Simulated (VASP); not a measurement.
Input of a VASP 6.6.1 run:

INCAR

```
SYSTEM = B5P6
PREC     = Accurate       ! precision mode
ENCUT    = 520            ! plane-wave cutoff, eV
EDIFF    = 1E-6           ! SCF threshold, eV
ISMEAR   = 0              ! smearing method
SIGMA    = 0.05           ! smearing width, eV
LREAL    = .False.        ! projectors in reciprocal space
LASPH    = .True.         ! aspherical terms in the spheres
NELM     = 60             ! most SCF steps
ALGO     = Normal         ! electronic algorithm
ISIF     = 2              ! what is computed and relaxed
LWAVE    = .False.        ! write WAVECAR
LCHARG   = .False.        ! write CHGCAR
LDIPOL   = .True.       
IDIPOL   = 3            
DIPOL    = 0.5 0.5 0.500
GGA      = PE             ! functional
NBANDS   = 34             ! bands
```

KPOINTS

```
regular mesh
0
Gamma
  8 8 1
  0 0 0
```

Contents of POSCAR:

```
B5P6
1.0
    3.2161364111      0.0000000000      0.0000000000
    0.0000000000      3.2161364111      0.0000000000
    0.0000000000      0.0000000000     26.3707593275
P B
6 5
Direct
    0.0000000000      0.5000000000      0.2844059174
    0.5000000000      0.0000000000      0.3706435505
    0.0000000000      0.5000000000      0.4568811835
    0.5000000000      0.0000000000      0.5431188165
    0.0000000000      0.5000000000      0.6293564495
    0.5000000000      0.0000000000      0.7155940826
    0.5000000000      0.5000000000      0.3275247339
    0.0000000000      0.0000000000      0.4137623670
    0.5000000000      0.5000000000      0.5000000000
    0.0000000000      0.0000000000      0.5862376330
    0.5000000000      0.5000000000      0.6724752661
```

Potentials or basis: VASP PAW PBE potentials, release 64 (P, B).

Launch:

```sh
$ cat potpaw_PBE.64/P/POTCAR potpaw_PBE.64/B/POTCAR > POTCAR
$ mpirun -np 1 vasp_std > vasp.out
```

(1) What does it give for the largest force?

Answers

(1) 0.125 eV/Å.
